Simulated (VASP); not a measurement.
# SnO2 (P4_2/mnm) in VASP: a series of runs

The runs below take SnO2 through single point, with r2SCAN.

Everything below comes from runs of VASP 6.6.1. Logs are shortened: lines on timing, memory, paths and dates and some standing lists are left out, and cuts for length are marked.

### 1 The cell of the first run

Symmetry: P4_2/mnm, No. 136, tetragonal system. Conventional cell: a = 4.696 Å, b = 4.696 Å, c = 3.173 Å, α = 90.00°, β = 90.00°, γ = 90.00°. Within 2.7 Å of Sn (site symmetry mmm) lie 6 O at 2.04 Å. Within 2.7 Å of O (site symmetry m2m) lie 3 Sn at 2.04 Å and 1 O at 2.56 Å.

### 2 Single point, r2SCAN

POSCAR

```
SnO2
1.0
    4.6956274600      0.0000000000      0.0000000000
    0.0000000000      4.6956274600      0.0000000000
    0.0000000000      0.0000000000      3.1733777100
Sn O
2 4
Direct
    0.0000000000      0.0000000000      0.0000000000
    0.5000000000      0.5000000000      0.5000000000
    0.3070000000      0.3070000000      0.0000000000
    0.1930000000      0.8070000000      0.5000000000
    0.6930000000      0.6930000000      0.0000000000
    0.8070000000      0.1930000000      0.5000000000
```

INCAR.step1

```
ALGO = Normal
EDIFF = 1E-4
ENCUT = 520
GGA = PE
ISMEAR = 1
LASPH = True
LCHARG = False
LREAL = False
LWAVE = True
NBANDS = 35
NELM = 100
PREC = Accurate
SIGMA = 0.0802
```

INCAR.step2

```
ALGO = Normal
EDIFF = 1E-6
ENCUT = 520
ISIF = 2
ISMEAR = 1
ISTART = 1
LASPH = True
LCHARG = False
LMIXTAU = True
LREAL = False
LWAVE = False
METAGGA = R2SCAN
NBANDS = 35
NELM = 100
PREC = Accurate
SIGMA = 0.0802
```

KPOINTS

```
k-points
0
Gamma
  6 6 8
```

Potentials or basis: VASP PAW PBE potentials, release 64 (Sn_d, O).

On the command line:

```sh
$ cat potpaw_PBE.64/Sn_d/POTCAR potpaw_PBE.64/O/POTCAR > POTCAR
$ cp INCAR.step1 INCAR
$ mpirun -np 1 vasp_std > vasp.out
$ cp INCAR.step2 INCAR
$ mpirun -np 1 vasp_std > vasp.out
```

OUTCAR:

```text
EDIFF = 1E-6
   ENCUT = 520
   ISIF = 2
   ISMEAR = 1
   ISTART = 1
   LASPH = True
   LREAL = False
   METAGGA = R2SCAN
   NELM = 100
   PREC = Accurate

 ion  position               nearest neighbor table
   1  0.000  0.000  0.000-   3 2.04   5 2.04   4 2.04   6 2.04   4 2.04   6 2.04   2 3.68   2 3.68
                             2 3.68   2 3.68   2 3.68   2 3.68   2 3.68   2 3.68
   2  0.500  0.500  0.500-   4 2.04   6 2.04   5 2.04   3 2.04   3 2.04   5 2.04   1 3.68   1 3.68
                             1 3.68   1 3.68   1 3.68   1 3.68   1 3.68   1 3.68
   3  0.307  0.307  0.000-   1 2.04   2 2.04   2 2.04
   4  0.193  0.807  0.500-   2 2.04   1 2.04   1 2.04
   5  0.693  0.693  0.000-   1 2.04   2 2.04   2 2.04
   6  0.807  0.193  0.500-   2 2.04   1 2.04   1 2.04

  LATTYP: Found a simple tetragonal cell.
 ALAT       =     4.6956274600
 C/A-ratio  =     0.6758154766

  Lattice vectors:

 A1 = (   4.6956274600,   0.0000000000,   0.0000000000)
 A2 = (   0.0000000000,   4.6956274600,   0.0000000000)
 A3 = (   0.0000000000,   0.0000000000,   3.1733777100)

Analysis of symmetry for initial positions (statically):
=====================================================================
 Subroutine PRICEL returns:
 Original cell was already a primitive cell.

 Routine SETGRP: Setting up the symmetry group for a
 simple tetragonal supercell.

 Subroutine GETGRP returns: Found 16 space group operations
 (whereof  8 operations were pure point group operations)
 out of a pool of 16 trial point group operations.

The static configuration has the point symmetry D_2h.
 The point group associated with its full space group is D_4h.

Analysis of symmetry for dynamics (positions and initial velocities):
=====================================================================
 Subroutine PRICEL returns:
 Original cell was already a primitive cell.

 Routine SETGRP: Setting up the symmetry group for a
 simple tetragonal supercell.

 Subroutine GETGRP returns: Found 16 space group operations
 (whereof  8 operations were pure point group operations)
 out of a pool of 16 trial point group operations.

The dynamic configuration has the point symmetry D_2h.
 The point group associated with its full space group is D_4h.

 Subroutine INISYM returns: Found 16 space group operations
 (whereof  8 operations are pure point group operations),
 and found     1 'primitive' translations

----------------------------------------------------------------------------------------

                                     Primitive cell

  volume of cell :      69.9695

  direct lattice vectors                    reciprocal lattice vectors
     4.695627460  0.000000000  0.000000000     0.212964084  0.000000000  0.000000000
     0.000000000  4.695627460  0.000000000     0.000000000  0.212964084  0.000000000
     0.000000000  0.000000000  3.173377710     0.000000000  0.000000000  0.315121644

  length of vectors
     4.695627460  4.695627460  3.173377710     0.212964084  0.212964084  0.315121644

  position of ions in fractional coordinates (direct lattice)
     0.000000000  0.000000000  0.000000000
     0.500000000  0.500000000  0.500000000
     0.307000000  0.307000000  0.000000000
     0.193000000  0.807000000  0.500000000
     0.693000000  0.693000000  0.000000000
     0.807000000  0.193000000  0.500000000

  ion indices of the primitive-cell ions
   primitive index   ion index
                 1           1
                 2           2
                 3           3
                 4           4
                 5           5
                 6           6

----------------------------------------------------------------------------------------

 KPOINTS: k-points

Automatic generation of k-mesh.
 Grid dimensions read from file:
 generate k-points for:    6    6    8

 Generating k-lattice:

  Cartesian coordinates                     Fractional coordinates (reciprocal lattice)
     0.035494014  0.000000000  0.000000000     0.166666667  0.000000000  0.000000000
     0.000000000  0.035494014  0.000000000     0.000000000  0.166666667  0.000000000
     0.000000000  0.000000000  0.039390205     0.000000000  0.000000000  0.125000000

  Length of vectors
     0.035494014  0.035494014  0.039390205

  Shift w.r.t. Gamma in fractional coordinates (k-lattice)
     0.000000000  0.000000000  0.000000000

 Subroutine IBZKPT returns following result:
 ===========================================

 Found     50 irreducible k-points:

 Following reciprocal coordinates:
            Coordinates               Weight
  0.000000  0.000000  0.000000      1.000000
  0.166667  0.000000  0.000000      4.000000
  0.333333  0.000000  0.000000      4.000000
  0.500000  0.000000  0.000000      2.000000
  0.166667  0.166667  0.000000      4.000000
  0.333333  0.166667  0.000000      8.000000
[... 16 lines left out ...]
  0.333333  0.000000  0.250000      8.000000
  0.500000  0.000000  0.250000      4.000000
 [... further k-points ...]
   k-points           NKPTS =     50   k-points in BZ     NKDIM =     50   number of bands    NBANDS=     35
   number of dos      NEDOS =    301   number of ions     NIONS =      6
   total plane-waves  NPLWV =  31104
   dimension x,y,z NGX =    36 NGY =   36 NGZ =   24
   dimension x,y,z NGXF=    72 NGYF=   72 NGZF=   48
   ions per type =               2   4
   NGX,Y,Z   is equivalent  to a cutoff of  12.75, 12.75, 12.57 a.u.
   NGXF,Y,Z  is equivalent  to a cutoff of  25.49, 25.49, 25.15 a.u.
 SYSTEM =  unknown system
   PREC   = accura    normal or accurate (medium, high low for compatibility)
   ISTART =      1    job   : 0-new  1-cont  2-samecut
   ICHARG =      0    charge: 1-file 2-atom 10-const
   ISPIN  =      1    spin polarized calculation?
   LNONCOLLINEAR =      F non collinear calculations
   LSORBIT =      F    spin-orbit coupling
   LASPH  =      T    aspherical Exc in radial PAW
   ENCUT  =  520.0 eV  38.22 Ry    6.18 a.u.   8.73  8.73  5.90*2*pi/ulx,y,z
   NELM   =    100;   NELMIN=  2; NELMDL=  0     # of ELM steps
   EDIFF  = 0.1E-05   stopping-criterion for ELM
   LREAL  =      F    real-space projection
   EDIFFG = 0.1E-04   stopping-criterion for IOM
   NSW    =      0    number of steps for IOM
   IBRION =     -1    ionic relax: 0-MD 1-quasi-New 2-CG
   NFREE  =      0    steps in history (QN), initial steepest desc. (CG)
   ISIF   =      2    stress and relaxation
   ISYM   =      2    0-nonsym 1-usesym 2-fastsym
   POTIM  = 0.5000    time-step for ionic-motion
   TEBEG  =    0.0;   TEEND  =   0.0 temperature during run
   PSTRESS=    0.0 pullay stress
   NELECT =      52.0000    total number of electrons
   NUPDOWN=      -1.0000    fix difference up-down
   EMIN   =  10.00;   EMAX   =-10.00  energy-range for DOS
   EFERMI =   0.00;   METHOD = LEGACY
   ISMEAR =     1;   SIGMA  =   0.08  broadening in eV -4-tet -1-fermi 0-gaus
   EFERMI_NEDOS =   21; number of points for ismear=-14 and -15
   IALGO  =     38    algorithm
   IMIX   =      4    mixing-type and parameters
     AMIX     =   0.40;   BMIX     =  1.00
     AMIX_MAG =   1.60;   BMIX_MAG =  1.00
  volume/ion in A,a.u.               =      11.66        78.70
  Fermi-wavevector in a.u.,A,eV,Ry     =   1.482881  2.802239 29.918337  2.198936
  Thomas-Fermi vector in A             =   2.596612
   LORBIT       =      0    0 simple, 1 ext, 2 COOP (PROOUT), +10 PAW based schemes
   METAGGA = R2SCAN    functional components
   LHFCALC =     F    Hartree Fock is set to
   AEXX    =    0.0000 exact exchange contribution
   IVDW    =     0    specifies the selected vdW correction
   LEPSILON=     F    determine dielectric tensor
   LRPA    =     F    only Hartree local field effects (RPA)
 non-spin polarized calculation
 Methfessel and Paxton  Order N= 1 SIGMA  =   0.08
  energy-cutoff  :      520.00
  volume of cell :       69.97
 maximum number of plane-waves:      1915
 NGX is ok and might be reduce to    36
   NGX = 17   NGY = 17   NGZ = 11

 number of electron      51.9999979 magnetization

 Free energy of the ion-electron system (eV)
  ---------------------------------------------------
  ext. energy  EPLUGINS =         0.00000000
  ---------------------------------------------------
  free energy    TOTEN  =       -84.53753496 eV

  energy without entropy =      -84.53755633  energy(sigma->0) =      -84.53754208

 E-fermi :   6.0404     XC(G=0): -12.1758

 val. band max:        5.9745343390   @ k =   0.0000   0.0000   0.0000
 cond. band min:       8.2177399636   @ k =   0.0000   0.0000   0.0000
 fundamental gap:      2.2432056245
 Fermi energy:         6.0403638182

 k-point     1 :       0.0000    0.0000    0.0000
  band No.  band energies     occupation
      1     -15.8248      2.00000
      2     -14.8719      2.00000
      3     -14.4482      2.00000
      4     -14.4482      2.00000
      5     -14.4158      2.00000
      6     -14.4036      2.00000
[... 27 lines left out ...]
     34      19.5200      0.00000
     35      19.6537      0.00000

 k-point     2 :       0.1667    0.0000    0.0000
  band No.  band energies     occupation
      1     -15.7740      2.00000
      2     -14.9174      2.00000
      3     -14.4621      2.00000
      4     -14.4463      2.00000
      5     -14.4462      2.00000
      6     -14.4198      2.00000
[... 27 lines left out ...]
     34      19.4528      0.00000
     35      19.6174      0.00000

 k-point     3 :       0.3333    0.0000    0.0000
  band No.  band energies     occupation
      1     -15.6249      2.00000
      2     -15.1169      2.00000
      3     -14.4893      2.00000
      4     -14.4424      2.00000
      5     -14.4422      2.00000
      6     -14.4335      2.00000
[... 27 lines left out ...]
     34      19.3331      0.00000
     35      19.5510      0.00000
[... 723 lines left out ...]
 k-point    23 :       0.3333    0.0000    0.2500
  band No.  band energies     occupation
      1     -15.4939      2.00000
      2     -15.3179      2.00000
      3     -14.8992      2.00000
      4     -14.5707      2.00000
      5     -14.3143      2.00000
      6     -14.2993      2.00000
[... 27 lines left out ...]
     34      19.2866      0.00000
     35      19.4672      0.00000

 k-point    24 :       0.5000    0.0000    0.2500
  band No.  band energies     occupation
      1     -15.4309      2.00000
      2     -15.4309      2.00000
      3     -14.7289      2.00000
      4     -14.7289      2.00000
      5     -14.2980      2.00000
      6     -14.2980      2.00000
[... 27 lines left out ...]
     34      19.4699      0.00000
     35      19.8738      0.00000

 [... further k-points ...]

------------------------ aborting loop because EDIFF is reached ----------------------------------------

  FORCE on cell =-STRESS in cart. coord.  units (eV):
  Direction    XX          YY          ZZ          XY          YZ          ZX
  --------------------------------------------------------------------------------------
  -------------------------------------------------------------------------------------
  Total        3.9349360      3.9349360      4.8749577      0.0000000      0.0000000      0.0000000
  in kB       90.1029944     90.1029944    111.6278080      0.0000000      0.0000000      0.0000000
  external PRESSURE =      97.2779323 kB  Pullay stress =       0.0000000 kB

 VOLUME and BASIS-vectors are now :
 -----------------------------------------------------------------------------
  energy-cutoff  :      520.00
  volume of cell :       69.97
      direct lattice vectors                 reciprocal lattice vectors
     4.695627460  0.000000000  0.000000000     0.212964084  0.000000000  0.000000000
     0.000000000  4.695627460  0.000000000     0.000000000  0.212964084  0.000000000
     0.000000000  0.000000000  3.173377710     0.000000000  0.000000000  0.315121644

 POSITION                                       TOTAL-FORCE (eV/Angst)
 -----------------------------------------------------------------------------------
      0.00000      0.00000      0.00000         0.000000     -0.000000      0.000000
      2.34781      2.34781      1.58669         0.000000     -0.000000      0.000000
      1.44156      1.44156      0.00000        -0.234164     -0.234164     -0.000000
      0.90626      3.78937      1.58669         0.234164     -0.234164     -0.000000
      3.25407      3.25407      0.00000         0.234164      0.234164      0.000000
      3.78937      0.90626      1.58669        -0.234164      0.234164      0.000000
 -----------------------------------------------------------------------------------
    total drift:                               -0.000000      0.000000     -0.000000

  FREE ENERGIE OF THE ION-ELECTRON SYSTEM (eV)
  ---------------------------------------------------
  free  energy   TOTEN  =       -84.5375349556 eV

  energy  without entropy=      -84.5375563339  energy(sigma->0) =      -84.53754208
```

Run time: 6.5 min. Hardware: 1 thread of Intel Xeon 8259CL, shared host; peak memory 0.24 GiB.

Results:

| Property | Result |
| --- | --- |
| Free energy | -84.5375 eV |
| Pressure | 9.7 GPa |
| Largest force | 0.331 eV/Å |
| Band gap on the k mesh | 2.24 eV |

Forces on the atoms (eV/Å):
```
Sn   0.000  0.000  0.000
Sn   0.000  0.000  0.000
O   -0.234 -0.234  0.000
O    0.234 -0.234  0.000
O    0.234  0.234  0.000
O   -0.234  0.234  0.000
```

Stress tensor (GPa, compression positive):
```
 9.01  0.00  0.00
 0.00  9.01  0.00
 0.00  0.00 11.16
```

Caveat: the cell stands under pressure; the PAW data sets were made with another functional, which shifts forces and pressure a little; spin-orbit coupling is left out, which moves the levels of the heavy elements. r2SCAN opens gaps a little over a GGA but as a rule still falls short of measured ones.

(Part 1 of 2 ends here.)
